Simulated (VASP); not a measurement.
Set up this calculation in VASP 6.6.1, as the native input.

```
Task                   : relaxation of cell and atoms
Functional             : PBE
Potentials or basis    : VASP PAW PBE potentials, release 64 (Na_pv, La, Mg)
Cutoff                 : 600 eV
k mesh                 : 4 × 4 × 4
Occupations            : gaussian, width 0.1 eV
Spin                   : no spin polarisation
Dipole correction      : no
Further INCAR settings : ALGO = Normal; EDIFF = 1e-07; IBRION = 2; EDIFFG = -0.04; NSW = 90; ISIF = 3
```

The structure of Na3LaMg lies in POSCAR:

```
Na3LaMg
1.0
    4.4574156900      0.0000000000      0.0000000000
    0.0000000000      4.4574156900      0.0000000000
    0.0000000000      0.0000000000      4.4574156900
Na La Mg
3 1 1
Direct
    0.5000000000      0.5000000000      0.0000000000
    0.0000000000      0.5000000000      0.5000000000
    0.5000000000      0.0000000000      0.5000000000
    0.0000000000      0.0000000000      0.0000000000
    0.5000000000      0.5000000000      0.5000000000
```

The input as run:

INCAR

```
PREC = Accurate ; ENCUT = 600
EDIFF = 1E-7 ; ISMEAR = 0
SIGMA = 0.1 ; LREAL = F
LASPH = T ; NELM = 80
ALGO = Normal ; ISIF = 3
LWAVE = F ; LCHARG = F
GGA = PE ; IBRION = 2
NSW = 90 ; EDIFFG = -0.04
```

KPOINTS

```
Automatic mesh
0
Gamma
  4 4 4
```

Potentials or basis: VASP PAW PBE potentials, release 64 (Na_pv, La, Mg).

The run is started by

```sh
$ cat potpaw_PBE.64/Na_pv/POTCAR potpaw_PBE.64/La/POTCAR potpaw_PBE.64/Mg/POTCAR > POTCAR
$ mpirun -np 1 vasp_std > vasp.out
```

It gave:

```
Relaxed volume                         : 37.63 Å³/atom
Relaxed cell                           : a = 5.730 Å, b = 5.730 Å, c = 5.730 Å, α = 90.00°, β = 90.00°, γ = 90.00°
Space group after relaxing (to 0.05 Å) : Pm-3m (No. 221)
Energy gained by relaxing              : 1299.1 meV/atom
Ionic steps                            : 5
Pressure after relaxing                : -0.1 GPa
Band gap on the k mesh                 : zero (band 17 reaches 2.06 eV, above the bottom of band 18 at 1.53 eV)
```

Caveat: the volume moved by over 15 % at a fixed basis, so the end points are rough; spin-orbit coupling is left out, which moves the levels of the heavy elements.

Run time: 3.7 min on 1 thread of Intel(R) Xeon(R) Platinum 8488C (Sapphire Rapids), with other jobs on the host, peak memory 0.23 GiB.
